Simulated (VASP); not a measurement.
PbSe, 4 atoms in the cell. Symmetry: P6_3/mmc, No. 194, hexagonal system. The conventional cell has a = 4.271 Å, b = 4.271 Å, c = 7.562 Å, α = 90.00°, β = 90.00°, γ = 120.00°. Within 4.1 Å of Pb (site symmetry -3m) lie 6 Se at 3.11 Å and 2 Pb at 3.78 Å. Se (site symmetry -6m2) has 6 Pb at 3.11 Å within 4.1 Å. 

```yaml
Program: VASP 6.6.1
Task: single point
Functional: PBE
Potentials_or_basis: VASP PAW PBE potentials, release 64 (Pb_d, Se)
Cutoff: 520 eV
k_mesh: 8 × 8 × 6
Occupations: gaussian, width 0.05 eV
Spin: no spin polarisation
Dipole_correction: no
Further_INCAR_settings: ALGO = Normal; EDIFF = 1e-07; NBANDS = 28
```

Potentials or basis: VASP PAW PBE potentials, release 64 (Pb_d, Se).

The run is started by

```sh
$ cat potpaw_PBE.64/Pb_d/POTCAR potpaw_PBE.64/Se/POTCAR > POTCAR
$ mpirun -np 1 vasp_std > vasp.out
```

Hardware: 1 thread of AMD EPYC 7R13 Processor (Zen 3), on a shared host.

Problem. How long does it take, and how much memory?

Solution. Run time: 90 s on 1 thread of AMD EPYC 7R13 Processor (Zen 3) (shared host), peak memory 0.26 GiB. Counts: scf iterations 14, k points 40.
